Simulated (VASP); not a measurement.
# TiAl3 (P2) in VASP: single point with PBE

Aim: the single point of TiAl3 with PBE.

Everything below comes from runs of VASP 6.6.1. Logs are shortened: lines on timing, memory, paths and dates and some standing lists are left out, and cuts for length are marked.

**1. The cell of the first run**

Symmetry: P2, No. 3, monoclinic system. The conventional cell has a = 3.010 Å, b = 5.247 Å, c = 4.707 Å, α = 90.00°, β = 92.74°, γ = 90.00°. Ti (site symmetry 2) has 12 Al at 2.96 to 3.85 Å and 2 Ti at 3.01 Å within 3.9 Å. Within 3.6 Å of Al (site symmetry 2) lie 8 Al at 2.77 to 3.01 Å and 4 Ti at 3.02 to 3.03 Å. Al (site symmetry 2) has 6 Al at 2.43 to 3.01 Å and 4 Ti at 2.96 to 3.08 Å within 3.2 Å. Al (site symmetry 2) has 8 Al at 2.43 to 3.01 Å and 2 Ti at 3.22 Å within 3.3 Å.

**2. Single point, PBE (strained and its atoms moved)**

Input file INCAR:

```
PREC = Accurate ; ENCUT = 520
EDIFF = 1E-6 ; ISMEAR = 0
SIGMA = 0.1 ; LREAL = False
LASPH = True ; NELM = 60
ALGO = Fast ; ISIF = 2
LWAVE = False ; LCHARG = False
GGA = PE ; NBANDS = 18
```

Input file KPOINTS:

```
regular mesh
0
Gamma
  14 10 10
```

Input file POSCAR:

```
TiAl3
1.0
    3.0090921298      0.0701116251      0.0000000000
    0.1155804082      4.7052320717      0.0000000000
    0.0000000000      0.0000000000      5.2466363704
Ti Al
1 3
Direct
    0.0000000000      0.5000000000      0.1750330736
    0.5000000000      0.5000000000      0.6739036982
    0.5000000000      0.0000000000      0.3943043369
    0.0000000000      0.0000000000      0.7567578913
```

Potentials or basis: VASP PAW PBE potentials, release 64 (Ti_sv, Al).

Started as:

```console
$ cat potpaw_PBE.64/Ti_sv/POTCAR potpaw_PBE.64/Al/POTCAR > POTCAR
$ mpirun -np 1 vasp_std > vasp.out
```

OUTCAR:

```text
PREC = Accurate
   ENCUT = 520
   EDIFF = 1E-6
   ISMEAR = 0
   LREAL = False
   LASPH = True
   NELM = 60
   ISIF = 2
   GGA = PE

 ion  position               nearest neighbor table
   1  0.000  0.500  0.175-   3 2.96   3 2.96   2 3.02   2 3.02   2 3.03   2 3.03   3 3.08   3 3.08

   2  0.500  0.500  0.674-   4 2.77   4 2.77   3 2.77   3 2.77   4 2.89   4 2.89   1 3.02   1 3.02
                             1 3.03   1 3.03
   3  0.500  0.000  0.394-   4 2.43   4 2.43   2 2.77   2 2.77   1 2.96   1 2.96   1 3.08   1 3.08

   4  0.000  0.000  0.757-   3 2.43   3 2.43   2 2.77   2 2.77   2 2.89   2 2.89

  LATTYP: Found a simple monoclinic cell.
 ALAT       =     3.0099088168
 B/A-ratio  =     1.7431213667
 C/A-ratio  =     1.5637189417
 COS(beta)  =    -0.0478367402

  Lattice vectors:

 A1 = (   3.0090921298,   0.0701116251,   0.0000000000)
 A2 = (   0.0000000000,   0.0000000000,   5.2466363704)
 A3 = (  -0.1155804082,  -4.7052320717,   0.0000000000)

Analysis of symmetry for initial positions (statically):
=====================================================================
 Subroutine PRICEL returns:
 Original cell was already a primitive cell.

 Routine SETGRP: Setting up the symmetry group for a
 simple monoclinic supercell.

 Subroutine GETGRP returns: Found  2 space group operations
 (whereof  2 operations were pure point group operations)
 out of a pool of  4 trial point group operations.

The static configuration has the point symmetry C_2 .

Analysis of symmetry for dynamics (positions and initial velocities):
=====================================================================
 Subroutine PRICEL returns:
 Original cell was already a primitive cell.

 Routine SETGRP: Setting up the symmetry group for a
 simple monoclinic supercell.

 Subroutine GETGRP returns: Found  2 space group operations
 (whereof  2 operations were pure point group operations)
 out of a pool of  4 trial point group operations.

The dynamic configuration has the point symmetry C_2 .

 Subroutine INISYM returns: Found  2 space group operations
 (whereof  2 operations are pure point group operations),
 and found     1 'primitive' translations

----------------------------------------------------------------------------------------

                                     Primitive cell

  volume of cell :      74.2419

  direct lattice vectors                    reciprocal lattice vectors
     3.009092130  0.070111625  0.000000000     0.332516463 -0.008168011  0.000000000
     0.115580408  4.705232072  0.000000000    -0.004954754  0.212651078  0.000000000
     0.000000000  0.000000000  5.246636370     0.000000000  0.000000000  0.190598305

  length of vectors
     3.009908817  4.706651430  5.246636370     0.332616769  0.212708793  0.190598305

  position of ions in fractional coordinates (direct lattice)
     0.000000000  0.500000000  0.175033074
     0.500000000  0.500000000  0.673903698
     0.500000000  0.000000000  0.394304337
     0.000000000  0.000000000  0.756757891

  ion indices of the primitive-cell ions
   primitive index   ion index
                 1           1
                 2           2
                 3           3
                 4           4

----------------------------------------------------------------------------------------

 KPOINTS: regular mesh

Automatic generation of k-mesh.
 Grid dimensions read from file:
 generate k-points for:   14   10   10

 Generating k-lattice:

  Cartesian coordinates                     Fractional coordinates (reciprocal lattice)
     0.023751176 -0.000583429  0.000000000     0.071428571  0.000000000  0.000000000
    -0.000495475  0.021265108  0.000000000     0.000000000  0.100000000  0.000000000
     0.000000000  0.000000000  0.019059831     0.000000000  0.000000000  0.100000000

  Length of vectors
     0.023758341  0.021270879  0.019059831

  Shift w.r.t. Gamma in fractional coordinates (k-lattice)
     0.000000000  0.000000000  0.000000000

 Subroutine IBZKPT returns following result:
 ===========================================

 Found    432 irreducible k-points:

 Following reciprocal coordinates:
            Coordinates               Weight
  0.000000  0.000000  0.000000      1.000000
  0.071429  0.000000  0.000000      2.000000
  0.142857 -0.000000  0.000000      2.000000
  0.214286 -0.000000  0.000000      2.000000
  0.285714 -0.000000  0.000000      2.000000
  0.357143 -0.000000  0.000000      2.000000
[... 16 lines left out ...]
  0.000000  0.200000  0.000000      2.000000
  0.071429  0.200000  0.000000      2.000000
 [... further k-points ...]
   k-points           NKPTS =    432   k-points in BZ     NKDIM =    432   number of bands    NBANDS=     18
   number of dos      NEDOS =    301   number of ions     NIONS =      4
   total plane-waves  NPLWV =  34560
   dimension x,y,z NGX =    24 NGY =   36 NGZ =   40
   dimension x,y,z NGXF=    48 NGYF=   72 NGZF=   80
   ions per type =               1   3
   NGX,Y,Z   is equivalent  to a cutoff of  13.26, 12.72, 12.67 a.u.
   NGXF,Y,Z  is equivalent  to a cutoff of  26.51, 25.43, 25.35 a.u.
 SYSTEM =  unknown system
   PREC   = accura    normal or accurate (medium, high low for compatibility)
   ISTART =      0    job   : 0-new  1-cont  2-samecut
   ICHARG =      2    charge: 1-file 2-atom 10-const
   ISPIN  =      1    spin polarized calculation?
   LNONCOLLINEAR =      F non collinear calculations
   LSORBIT =      F    spin-orbit coupling
   LASPH  =      T    aspherical Exc in radial PAW
   ENCUT  =  520.0 eV  38.22 Ry    6.18 a.u.   5.60  8.75  9.76*2*pi/ulx,y,z
   NELM   =     60;   NELMIN=  2; NELMDL= -5     # of ELM steps
   EDIFF  = 0.1E-05   stopping-criterion for ELM
   LREAL  =      F    real-space projection
[... 7 lines left out ...]
   TEBEG  =    0.0;   TEEND  =   0.0 temperature during run
   PSTRESS=    0.0 pullay stress
   NELECT =      21.0000    total number of electrons
   NUPDOWN=      -1.0000    fix difference up-down
   EMIN   =  10.00;   EMAX   =-10.00  energy-range for DOS
   EFERMI =   0.00;   METHOD = LEGACY
   ISMEAR =     0;   SIGMA  =   0.10  broadening in eV -4-tet -1-fermi 0-gaus
   EFERMI_NEDOS =   21; number of points for ismear=-14 and -15
   IALGO  =     68    algorithm
   IMIX   =      4    mixing-type and parameters
     AMIX     =   0.40;   BMIX     =  1.00
     AMIX_MAG =   1.60;   BMIX_MAG =  1.00
  volume/ion in A,a.u.               =      18.56       125.25
  Fermi-wavevector in a.u.,A,eV,Ry     =   1.074645  2.030784 15.712846  1.154862
  Thomas-Fermi vector in A             =   2.210479
   LORBIT       =      0    0 simple, 1 ext, 2 COOP (PROOUT), +10 PAW based schemes
   GGA     = PE    functional components
   LHFCALC =     F    Hartree Fock is set to
   AEXX    =    0.0000 exact exchange contribution
   IVDW    =     0    specifies the selected vdW correction
   LEPSILON=     F    determine dielectric tensor
   LRPA    =     F    only Hartree local field effects (RPA)
 non-spin polarized calculation
 RMM-DIIS sequential band-by-band and
 Gauss-broadening in eV      SIGMA  =   0.10
  energy-cutoff  :      520.00
  volume of cell :       74.24
 maximum number of plane-waves:      2025
   NGX = 11   NGY = 17   NGZ = 19

 number of electron      20.9999995 magnetization

 Free energy of the ion-electron system (eV)
  ---------------------------------------------------
  ext. energy  EPLUGINS =         0.00000000
  ---------------------------------------------------
  free energy    TOTEN  =       -18.71136945 eV

  energy without entropy =      -18.69732984  energy(sigma->0) =      -18.70434965

 E-fermi :   6.7277     XC(G=0): -10.0725

 val. band max:        6.7273932336   @ k =  -0.3571   0.2000   0.4000
 cond. band min:       6.7278397972   @ k =  -0.2143   0.4000   0.5000
 fundamental gap:      0.0004465636
 Fermi energy:         6.7276604892

 k-point     1 :       0.0000    0.0000    0.0000
  band No.  band energies     occupation
      1     -50.3487      2.00000
      2     -26.6904      2.00000
      3     -26.5967      2.00000
      4     -26.3494      2.00000
      5      -3.1699      2.00000
      6       2.4058      2.00000
[... 10 lines left out ...]
     17      11.6005      0.00000
     18      11.9291      0.00000

 k-point     2 :       0.0714    0.0000    0.0000
  band No.  band energies     occupation
      1     -50.3474      2.00000
      2     -26.6891      2.00000
      3     -26.5953      2.00000
      4     -26.3616      2.00000
      5      -3.0863      2.00000
      6       2.4779      2.00000
[... 10 lines left out ...]
     17      10.6215      0.00000
     18      11.9462      0.00000

 k-point     3 :       0.1429   -0.0000    0.0000
  band No.  band energies     occupation
      1     -50.3439      2.00000
      2     -26.6856      2.00000
      3     -26.5916      2.00000
      4     -26.3958      2.00000
      5      -2.8361      2.00000
      6       2.6917      2.00000
[... 10 lines left out ...]
     17      10.7355      0.00000
     18      11.9893      0.00000

 k-point     4 :       0.2143   -0.0000    0.0000
  band No.  band energies     occupation
      1     -50.3387      2.00000
      2     -26.6805      2.00000
      3     -26.5861      2.00000
      4     -26.4449      2.00000
      5      -2.4212      2.00000
      6       3.0390      2.00000
[... 375 lines left out ...]
      4     -26.3616      2.00000
      5      -3.0164      2.00000
      6       2.0547      2.00000
[... 10 lines left out ...]
     17      10.5453      0.00000
     18      12.2481      0.00000

 k-point    23 :       0.0000    0.2000    0.0000
  band No.  band energies     occupation
      1     -50.3487      2.00000
      2     -26.6911      2.00000
      3     -26.5966      2.00000
      4     -26.3494      2.00000
      5      -2.9197      2.00000
      6       1.1177      2.00000
[... 10 lines left out ...]
     17      11.8205      0.00000
     18      12.7279      0.00000

 k-point    24 :       0.0714    0.2000    0.0000
  band No.  band energies     occupation
      1     -50.3474      2.00000
      2     -26.6898      2.00000
      3     -26.5953      2.00000
      4     -26.3616      2.00000
      5      -2.8497      2.00000
      6       1.2447      2.00000
[... 10 lines left out ...]
     17      10.8393      0.00000
     18      12.7973      0.00000

 [... further k-points ...]
[... 5 lines left out ...]
  --------------------------------------------------------------------------------------
  -------------------------------------------------------------------------------------
  Total       -1.5096142     -3.4203117     -0.8316190     -1.2986747      0.0000000      0.0000000
  in kB      -32.5782465    -73.8120731    -17.9467629    -28.0260629      0.0000000      0.0000000
  external PRESSURE =     -41.4456941 kB  Pullay stress =       0.0000000 kB

 VOLUME and BASIS-vectors are now :
 -----------------------------------------------------------------------------
  energy-cutoff  :      520.00
  volume of cell :       74.24
      direct lattice vectors                 reciprocal lattice vectors
     3.009092130  0.070111625  0.000000000     0.332516463 -0.008168011  0.000000000
     0.115580408  4.705232072  0.000000000    -0.004954754  0.212651078  0.000000000
     0.000000000  0.000000000  5.246636370     0.000000000  0.000000000  0.190598305

 POSITION                                       TOTAL-FORCE (eV/Angst)
 -----------------------------------------------------------------------------------
      0.05779      2.35262      0.91833        -0.000000      0.000000     -0.235510
      1.56234      2.38767      3.53573         0.000000      0.000000      0.315181
      1.50455      0.03506      2.06877         0.000000      0.000000     -3.266670
      0.00000      0.00000      3.97043         0.000000      0.000000      3.186999
 -----------------------------------------------------------------------------------
    total drift:                                0.000000      0.000000      0.000334

  FREE ENERGIE OF THE ION-ELECTRON SYSTEM (eV)
  ---------------------------------------------------
  free  energy   TOTEN  =       -18.7113694510 eV

  energy  without entropy=      -18.6973298431  energy(sigma->0) =      -18.70434965
```

Wall time 24 min (1 thread of Intel Xeon Platinum 8259CL at 2.50GHz (Skylake/Cascade Lake), shared host); peak memory 0.61 GiB.

Results:

```yaml
Free_energy: -18.7114 eV
Pressure: -4.1 GPa
Largest_force: 3.267 eV/Å
Band_gap_on_the_k_mesh: zero (an odd number of electrons rules out a gap without spin polarisation)
```

Forces on the atoms (eV/Å):
```
Ti   0.000  0.000 -0.236
Al   0.000  0.000  0.315
Al   0.000  0.000 -3.267
Al   0.000  0.000  3.187
```

Stress tensor (GPa, compression positive):
```
-3.26 -2.80  0.00
-2.80 -7.38  0.00
 0.00  0.00 -1.79
```

Caveat: the cell differs from its parent crystal (strained and its atoms moved); the cell stands under tension; forces of over 1 eV/Å act on the atoms, so gaps and moduli don't describe the material at rest.
